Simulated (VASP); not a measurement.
Wanted: the native input for a VASP 6.6.1 run.

```yaml
Task: single point
Functional: PBEsol
Potentials_or_basis: VASP PAW PBE potentials, release 64 (Hf_pv, O)
Cutoff: 520 eV
k_mesh: 8 × 8 × 8
Occupations: gaussian, width 0.05 eV
Spin: no spin polarisation
Dipole_correction: no
Further_INCAR_settings: ALGO = Normal; EDIFF = 1e-07; NBANDS = 18
```

The structure of HfO2 lies in POSCAR:

```
HfO2
1.0
    0.0000000000      2.5809576693      2.4042868482
    2.5809576693      0.0000000000      2.4042868482
    2.5809576693      2.5809576693      0.0000000000
Hf O
1 2
Direct
   -0.0044070585      0.0044070585      0.0044070585
    0.2745830068      0.2254169932      0.2254169932
    0.7745830068      0.7254169932      0.7254169932
```

This cell differs from its parent crystal: atoms displaced along a vibrational mode, the cell strained.

These files were run (other wordings do the same):

INCAR

```
ALGO = Normal ; EDIFF = 1E-7
ENCUT = 520 ; GGA = PS
ISIF = 2 ; ISMEAR = 0
LASPH = True ; LCHARG = False
LREAL = False ; LWAVE = False
NBANDS = 18 ; NELM = 80
PREC = Accurate ; SIGMA = 0.05
```

KPOINTS

```
k-points
0
Gamma
  8 8 8
```

Potentials or basis: VASP PAW PBE potentials, release 64 (Hf_pv, O).

Run with:

```bash
$ cat potpaw_PBE.64/Hf_pv/POTCAR potpaw_PBE.64/O/POTCAR > POTCAR
$ mpirun -np 1 vasp_std > vasp.out
```

Results of the run:

| Property | Result |
| --- | --- |
| Pressure | -0.3 GPa |
| Largest force | 0.888 eV/Å |
| Band gap on the k mesh | 3.03 eV (least direct gap 3.13 eV) |

Caveat: the cell differs from its parent crystal (atoms displaced along a vibrational mode, the cell strained); the PAW data sets were made with another functional, which shifts forces and pressure a little; spin-orbit coupling is left out, which moves the levels of the heavy elements.

It took 76 s on 1 thread of AMD EPYC 7R13, with other jobs on the host, peak memory 0.16 GiB.
